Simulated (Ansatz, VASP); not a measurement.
Two plane-wave programs on MnF2

File INCAR:

```
ALGO = Normal ; EDIFF = 1E-6
ENCUT = 520 ; GGA = RE
ISIF = 2 ; ISMEAR = 0
ISPIN = 2 ; LASPH = True
LCHARG = True ; LELF = True
LMAXMIX = 4 ; LORBIT = 11
LREAL = False ; LVHAR = True
LWAVE = False ; MAGMOM = 5.2 5.2 0 0 0 0
NBANDS = 40 ; NELM = 150
PREC = Accurate ; SIGMA = 0.2
```

Contents of KPOINTS:

```
k-points
0
Gamma
  5 5 7
```

POSCAR

```
MnF2
1.0
    4.9379363023      0.0000000000      0.0000000000
    0.0000000000      4.9379363023      0.0000000000
    0.0000000000      0.0000000000      3.3542668382
Mn F
2 4
Direct
    0.0000000000      0.0000000000      0.0000000000
    0.5000000000      0.5000000000      0.5000000000
    0.3053000000      0.3053000000      0.0000000000
    0.1947000000      0.8053000000      0.5000000000
    0.6947000000      0.6947000000      0.0000000000
    0.8053000000      0.1947000000      0.5000000000
```

Input for Ansatz:

```yaml
crystal:
  lattice:
    - [4.9379363023387794, 0.0, 0.0]
    - [0.0, 4.9379363023387794, 0.0]
    - [0.0, 0.0, 3.3542668382274607]
  atoms:
    - { symbol: Mn, position: [0.0, 0.0, 0.0], spin: 5.2 }
    - { symbol: Mn, position: [0.5, 0.5, 0.5], spin: 5.2 }
    - { symbol: F, position: [0.3053, 0.3053, 0.0] }
    - { symbol: F, position: [0.1947, 0.8053, 0.5] }
    - { symbol: F, position: [0.6947, 0.6947, 0.0] }
    - { symbol: F, position: [0.8053, 0.1947, 0.5] }
kpoints:
  mp_grid:
    grid: [5, 5, 7]
hamiltonian:
  xc: revpbe
  pseudopotentials:
    kind: nc
magnetization:
  spin_polarized: true
scf:
  n_extra_bands: 16
  lower_state_search: light
  occupations:
    method: gaussian
    width: 0.2
output:
  stress: true
```

Alike in both runs: task single point; functional revPBE; k mesh 5 × 5 × 7; occupations gaussian, width 0.2 eV; collinear spin.

```csv
,VASP,Ansatz
version,VASP 6.6.1,Ansatz 0.2.0
potentials or method,"VASP PAW PBE potentials, release 64 (Mn_pv, F)",plane waves
plane-wave cutoff (eV),520,1320
valence electrons in the cell,54,58
```

Ansatz gave:

| Property | Result |
| --- | --- |
| pressure (GPa) | 2.9 |
| traceless stress, the component that is largest in VASP (GPa) | -0.14 |
| net moment per atom (μB) | 1.67 |
| size of the moment on the site where the two differ most (μB) | 4.24 |

Q: Estimate VASP's values.

A: Pressure (GPa): 3.0; traceless stress, the component that is largest in VASP (GPa): -0.07; net moment per atom (μB): 1.67; size of the moment on the site where the two differ most (μB): 4.61.

VASP's potentials were made for PBE, not for revPBE. Site moments also hang on the region over which each program counts them. The functional is the same, so the differences come from potentials, cutoffs and numerics. VASP's potentials hold 54 valence electrons a cell and Ansatz's 58, so a difference there can come from the potentials and not from the codes.
